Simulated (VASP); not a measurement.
# Te2Mo in VASP: further runs, part 3 of 3

VASP 6.6.1. The steps go on from the part before.

## Step 7: Single point, PBEsol

This run uses another cell than the first one, of 64.44 Å³/atom, 1.077 times its volume.

File INCAR:

```
SYSTEM = Te2Mo
ALGO = Normal
EDIFF = 1E-6
ENCUT = 520
GGA = PS
ISIF = 2
ISMEAR = 0
LASPH = .True.
LCHARG = .False.
LREAL = .False.
LWAVE = .False.
NBANDS = 20
NELM = 60
PREC = Accurate
SIGMA = 0.02
```

File KPOINTS:

```
k-points
0
Gamma
  12 12 2
  0 0 0
```

File POSCAR:

```
Te2Mo
1.0
    3.4910750445      0.0000000000      0.0000000000
   -1.7455375222      3.0233596750      0.0000000000
    0.0000000000      0.0000000000     18.3151129245
Te Mo
2 1
Direct
    0.3333333333      0.6666666667      0.9015359000
    0.3333333333      0.6666666667      0.0984641000
    0.0000000000      0.0000000000      0.0000000000
```

Potentials or basis: VASP PAW PBE potentials, release 64 (Te, Mo_sv).

Started as:

```sh
$ cat potpaw_PBE.64/Te/POTCAR potpaw_PBE.64/Mo_sv/POTCAR > POTCAR
$ mpirun -np 1 vasp_std > vasp.out
```

OUTCAR:

```text
SYSTEM = Te2Mo
   EDIFF = 1E-6
   ENCUT = 520
   GGA = PS
   ISIF = 2
   ISMEAR = 0
   LASPH = .True.
   LREAL = .False.
   NELM = 60
   PREC = Accurate

 ion  position               nearest neighbor table
   1  0.333  0.667  0.902-   3 2.70   3 2.70   3 2.70   2 3.61
   2  0.333  0.667  0.098-   3 2.70   3 2.70   3 2.70   1 3.61
   3  0.000  0.000  0.000-   1 2.70   2 2.70   1 2.70   2 2.70   1 2.70   2 2.70

  LATTYP: Found a hexagonal cell.
 ALAT       =     3.4910750445
 C/A-ratio  =     5.2462673220

  Lattice vectors:

 A1 = (   3.4910750445,   0.0000000000,   0.0000000000)
 A2 = (  -1.7455375222,   3.0233596750,   0.0000000000)
 A3 = (   0.0000000000,   0.0000000000,  18.3151129245)

Analysis of symmetry for initial positions (statically):
=====================================================================
 Subroutine PRICEL returns:
 Original cell was already a primitive cell.

 Routine SETGRP: Setting up the symmetry group for a
 hexagonal supercell.

 Subroutine GETGRP returns: Found 12 space group operations
 (whereof 12 operations were pure point group operations)
 out of a pool of 24 trial point group operations.

The static configuration has the point symmetry D_3h.

Analysis of symmetry for dynamics (positions and initial velocities):
=====================================================================
 Subroutine PRICEL returns:
 Original cell was already a primitive cell.

 Routine SETGRP: Setting up the symmetry group for a
 hexagonal supercell.

 Subroutine GETGRP returns: Found 12 space group operations
 (whereof 12 operations were pure point group operations)
 out of a pool of 24 trial point group operations.

The dynamic configuration has the point symmetry D_3h.

 Subroutine INISYM returns: Found 12 space group operations
 (whereof 12 operations are pure point group operations),
 and found     1 'primitive' translations

----------------------------------------------------------------------------------------

                                     Primitive cell

  volume of cell :     193.3119

  direct lattice vectors                    reciprocal lattice vectors
     3.491075045  0.000000000  0.000000000     0.286444716  0.165378934  0.000000000
    -1.745537522  3.023359675  0.000000000     0.000000000  0.330757868  0.000000000
     0.000000000  0.000000000 18.315112924     0.000000000  0.000000000  0.054599718

  length of vectors
     3.491075045  3.491075044 18.315112924     0.330757868  0.330757868  0.054599718

  position of ions in fractional coordinates (direct lattice)
     0.333333333  0.666666667  0.901535900
     0.333333333  0.666666667  0.098464100
     0.000000000  0.000000000  0.000000000

  ion indices of the primitive-cell ions
   primitive index   ion index
                 1           1
                 2           2
                 3           3

----------------------------------------------------------------------------------------

 KPOINTS: k-points

Automatic generation of k-mesh.
 Grid dimensions read from file:
 generate k-points for:   12   12    2

 Generating k-lattice:

  Cartesian coordinates                     Fractional coordinates (reciprocal lattice)
     0.023870393  0.013781578  0.000000000     0.083333333  0.000000000  0.000000000
     0.000000000  0.027563156  0.000000000     0.000000000  0.083333333  0.000000000
     0.000000000  0.000000000  0.027299859     0.000000000  0.000000000  0.500000000

  Length of vectors
     0.027563156  0.027563156  0.027299859

  Shift w.r.t. Gamma in fractional coordinates (k-lattice)
     0.000000000  0.000000000  0.000000000

 Subroutine IBZKPT returns following result:
 ===========================================

 Found     38 irreducible k-points:

 Following reciprocal coordinates:
            Coordinates               Weight
  0.000000  0.000000  0.000000      1.000000
  0.083333 -0.000000  0.000000      6.000000
  0.166667 -0.000000  0.000000      6.000000
  0.250000 -0.000000  0.000000      6.000000
  0.333333 -0.000000  0.000000      6.000000
  0.416667 -0.000000  0.000000      6.000000
[... 16 lines left out ...]
  0.250000 -0.000000  0.500000      6.000000
  0.333333 -0.000000  0.500000      6.000000
 [... further k-points ...]
   k-points           NKPTS =     38   k-points in BZ     NKDIM =     38   number of bands    NBANDS=     20
   number of dos      NEDOS =    301   number of ions     NIONS =      3
   total plane-waves  NPLWV = 109760
   dimension x,y,z NGX =    28 NGY =   28 NGZ =  140
   dimension x,y,z NGXF=    56 NGYF=   56 NGZF=  280
   ions per type =               2   1
   NGX,Y,Z   is equivalent  to a cutoff of  13.33, 13.33, 12.71 a.u.
   NGXF,Y,Z  is equivalent  to a cutoff of  26.67, 26.67, 25.42 a.u.
 SYSTEM =  Te2Mo
   PREC   = accura    normal or accurate (medium, high low for compatibility)
   ISTART =      0    job   : 0-new  1-cont  2-samecut
   ICHARG =      2    charge: 1-file 2-atom 10-const
   ISPIN  =      1    spin polarized calculation?
   LNONCOLLINEAR =      F non collinear calculations
   LSORBIT =      F    spin-orbit coupling
   LASPH  =      T    aspherical Exc in radial PAW
   ENCUT  =  520.0 eV  38.22 Ry    6.18 a.u.   6.49  6.49 34.05*2*pi/ulx,y,z
   NELM   =     60;   NELMIN=  2; NELMDL= -5     # of ELM steps
   EDIFF  = 0.1E-05   stopping-criterion for ELM
   LREAL  =      F    real-space projection
   EDIFFG = 0.1E-04   stopping-criterion for IOM
   NSW    =      0    number of steps for IOM
   IBRION =     -1    ionic relax: 0-MD 1-quasi-New 2-CG
   NFREE  =      0    steps in history (QN), initial steepest desc. (CG)
   ISIF   =      2    stress and relaxation
   ISYM   =      2    0-nonsym 1-usesym 2-fastsym
   POTIM  = 0.5000    time-step for ionic-motion
   TEBEG  =    0.0;   TEEND  =   0.0 temperature during run
   PSTRESS=    0.0 pullay stress
   NELECT =      26.0000    total number of electrons
   NUPDOWN=      -1.0000    fix difference up-down
   EMIN   =  10.00;   EMAX   =-10.00  energy-range for DOS
   EFERMI =   0.00;   METHOD = LEGACY
   ISMEAR =     0;   SIGMA  =   0.02  broadening in eV -4-tet -1-fermi 0-gaus
   EFERMI_NEDOS =   21; number of points for ismear=-14 and -15
   IALGO  =     38    algorithm
   IMIX   =      4    mixing-type and parameters
     AMIX     =   0.40;   BMIX     =  1.00
     AMIX_MAG =   1.60;   BMIX_MAG =  1.00
  volume/ion in A,a.u.               =      64.44       434.84
  Fermi-wavevector in a.u.,A,eV,Ry     =   0.838777  1.585058  9.572332  0.703547
  Thomas-Fermi vector in A             =   1.952887
   LORBIT       =      0    0 simple, 1 ext, 2 COOP (PROOUT), +10 PAW based schemes
   GGA     = PS    functional components
   LHFCALC =     F    Hartree Fock is set to
   AEXX    =    0.0000 exact exchange contribution
   IVDW    =     0    specifies the selected vdW correction
   LEPSILON=     F    determine dielectric tensor
   LRPA    =     F    only Hartree local field effects (RPA)
 non-spin polarized calculation
 Gauss-broadening in eV      SIGMA  =   0.02
  energy-cutoff  :      520.00
  volume of cell :      193.31
 maximum number of plane-waves:      5288
 NGX is ok and might be reduce to    28
   NGX = 13   NGY = 13   NGZ = 69

 number of electron      26.0000001 magnetization

 Free energy of the ion-electron system (eV)
  ---------------------------------------------------
  ext. energy  EPLUGINS =         0.00000000
  ---------------------------------------------------
  free energy    TOTEN  =       -19.61447744 eV

  energy without entropy =      -19.61447744  energy(sigma->0) =      -19.61447744

 E-fermi :   0.1350     XC(G=0):  -4.6336

 val. band max:        0.0194707691   @ k =   0.3333   0.3333   0.5000
 cond. band min:       1.2214721611   @ k =   0.3333   0.3333   0.5000
 fundamental gap:      1.2020013920
 Fermi energy:         0.1349854639

 k-point     1 :       0.0000    0.0000    0.0000
  band No.  band energies     occupation
      1     -60.5081      2.00000
      2     -34.7236      2.00000
      3     -34.5683      2.00000
      4     -34.5683      2.00000
      5     -12.7628      2.00000
      6     -11.7890      2.00000
[... 12 lines left out ...]
     19       4.7141      0.00000
     20       5.5275      0.00000
[... 507 lines left out ...]
 k-point    24 :       0.3333   -0.0000    0.5000
  band No.  band energies     occupation
      1     -60.4998      2.00000
      2     -34.6994      2.00000
      3     -34.6762      2.00000
      4     -34.5934      2.00000
      5     -11.3577      2.00000
      6     -10.8262      2.00000
[... 12 lines left out ...]
     19       5.9710      0.00000
     20       6.0950      0.00000

 [... further k-points ...]
[... 5 lines left out ...]
  --------------------------------------------------------------------------------------
  -------------------------------------------------------------------------------------
  Total        0.0424554      0.0424554      0.0970232      0.0000000      0.0000000      0.0000000
  in kB        0.3518722      0.3518722      0.8041327      0.0000000      0.0000000      0.0000000
  external PRESSURE =       0.5026257 kB  Pullay stress =       0.0000000 kB

 VOLUME and BASIS-vectors are now :
 -----------------------------------------------------------------------------
  energy-cutoff  :      520.00
  volume of cell :      193.31
      direct lattice vectors                 reciprocal lattice vectors
     3.491075045  0.000000000  0.000000000     0.286444716  0.165378934  0.000000000
    -1.745537522  3.023359675  0.000000000     0.000000000  0.330757868  0.000000000
     0.000000000  0.000000000 18.315112924     0.000000000  0.000000000  0.054599718

 POSITION                                       TOTAL-FORCE (eV/Angst)
 -----------------------------------------------------------------------------------
     -0.00000      2.01557     16.51173        -0.000000      0.000000     -0.029950
     -0.00000      2.01557      1.80338        -0.000000      0.000000      0.029950
      0.00000      0.00000      0.00000         0.000000     -0.000000      0.000000
 -----------------------------------------------------------------------------------
    total drift:                                0.000000     -0.000000     -0.000000

  FREE ENERGIE OF THE ION-ELECTRON SYSTEM (eV)
  ---------------------------------------------------
  free  energy   TOTEN  =       -19.6144774360 eV

  energy  without entropy=      -19.6144774360  energy(sigma->0) =      -19.61447744
```

stdout:

```text
POSCAR found type information on POSCAR TeMo
 POSCAR found :  2 types and       3 ions
 scaLAPACK will be used
 -----------------------------------------------------------------------------
|                                                                             |
|                                                                             |
|     You enforced a specific xc type in the INCAR file but a different       |
|     I HOPE YOU KNOW WHAT YOU ARE DOING!                                     |
|                                                                             |
 -----------------------------------------------------------------------------

 LDA part: xc-table for (Slater+PW92), standard interpolation
 POSCAR, INCAR and KPOINTS ok, starting setup
 FFT: planning ... GRIDC
 FFT: planning ... GRID_SOFT
 FFT: planning ... GRID
 WAVECAR not read
 entering main loop
```

Run time: 4.5 min. Hardware: 1 thread of Intel Xeon 6975P-C, shared host; peak memory 0.4 GiB.

What came out:

| Property | Result |
| --- | --- |
| Free energy | -19.6145 eV |
| Largest force | 0.030 eV/Å |
| Band gap on the k mesh | 1.20 eV, direct |

Forces on the atoms (eV/Å):
```
Te   0.000  0.000 -0.030
Te   0.000  0.000  0.030
Mo   0.000  0.000  0.000
```

Caveat: the PAW data sets were made with another functional, which shifts forces and pressure a little; spin-orbit coupling is left out, which moves the levels of the heavy elements.

## Step 8: Overview

| cell | gap on the mesh (eV) | largest force (eV/Å) |
| --- | --- | --- |
| a = 3.491, b = 3.491, c = 17.001 Å, angles 90.0, 90.0, 120.0°, 3 atoms | 1.20 | 0.03 |
| a = 3.491, b = 3.491, c = 17.264 Å, angles 90.0, 90.0, 120.0°, 3 atoms | 1.20 | 0.03 |
| a = 3.491, b = 3.491, c = 17.789 Å, angles 90.0, 90.0, 120.0°, 3 atoms | 1.20 | 0.03 |
| a = 3.491, b = 3.491, c = 18.052 Å, angles 90.0, 90.0, 120.0°, 3 atoms | 1.20 | 0.03 |
| a = 3.491, b = 3.491, c = 18.315 Å, angles 90.0, 90.0, 120.0°, 3 atoms | 1.20 | 0.03 |

Alike in all rows: task single point; level PBEsol; potentials or basis VASP PAW PBE potentials, release 64 (Te, Mo_sv); no spin polarisation; k mesh 12 × 12 × 2; cutoff (eV) 520; smearing gaussian 0.02 eV.

Caveats: the PAW data sets were made with another functional, which shifts forces and pressure a little; spin-orbit coupling is left out, which moves the levels of the heavy elements.

Absolute energies hang on the potentials; compare differences alone.
